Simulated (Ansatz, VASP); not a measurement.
**BaTe in VASP and in Ansatz**

INCAR

```
PREC     = Accurate       # precision mode
ENCUT    = 520            # plane-wave cutoff, eV
EDIFF    = 1E-8           # SCF threshold, eV
ISMEAR   = -1             # smearing method
SIGMA    = 0.05           # smearing width, eV
LREAL    = F              # projectors in reciprocal space
LASPH    = T              # aspherical terms in the spheres
NELM     = 100            # most SCF steps
ALGO     = Normal         # electronic algorithm
ISIF     = 2              # what is computed and relaxed
LWAVE    = F              # write WAVECAR
LCHARG   = F              # write CHGCAR
GGA      = PS             # functional
LEFG     = T            
NBANDS   = 15             # bands
```

KPOINTS

```
Automatic mesh
0
Gamma
  10 10 10
```

Contents of POSCAR:

```
BaTe
1.0
    0.0000000000      3.3418000000      3.4100000000
    3.3418000000      0.0000000000      3.4100000000
    3.3418000000      3.3418000000      0.0000000000
Ba Te
1 1
Direct
    0.0000000000      0.0000000000      0.0000000000
    0.5000000000      0.5000000000      0.5000000000
```

Input for Ansatz:

```yaml
crystal:
  lattice:
    - [0.0, 3.3418, 3.41]
    - [3.3418, 0.0, 3.41]
    - [3.3418, 3.3418, 0.0]
  atoms:
    - { symbol: Ba, position: [0.0, 0.0, 0.0] }
    - { symbol: Te, position: [0.5, 0.5, 0.5] }
kpoints:
  mp_grid: { grid: [10, 10, 10] }
scf:
  occupations: { method: fermi_dirac, width: 0.05 }
hamiltonian:
  xc: pbesol
  pseudopotentials: { kind: all_electron, datasets: crystal }
output:
  forces: true
  stress: true
  eigenvalues: true
  efg: { contact_densities: true }
```

Change from the starting cell: equal xx and yy strain of -2 %, crystal datasets.

Alike in both runs: task electric field gradients; functional PBEsol; k mesh 10 × 10 × 10; occupations fermi-dirac, width 0.05 eV; no spin polarisation.

|  | VASP | Ansatz |
| --- | --- | --- |
| version | VASP 6.6.1 | Ansatz 0.2.0 |
| potentials or method | VASP PAW PBE potentials, release 64 (Ba_sv, Te), cutoff 520 eV | all-electron PAW with datasets made for the crystal, scalar-relativistic |

VASP gave:

| Quantity | Value |
| --- | --- |
| pressure (GPa) | 4.3 |
| traceless stress, the component that is largest in VASP (GPa) | -1.48 |
| size of Vzz on the site where it differs most (V/Å²) | 25.4 |

**Question.** Estimate Ansatz's values.

**Answer.** Pressure (GPa): 3.7; traceless stress, the component that is largest in VASP (GPa): -1.40; size of Vzz on the site where it differs most (V/Å²): 24.2.

VASP's potentials were made for PBE, not for PBEsol. Ansatz ran all-electron here, and VASP with PAW potentials.

Spin-orbit coupling is off throughout.
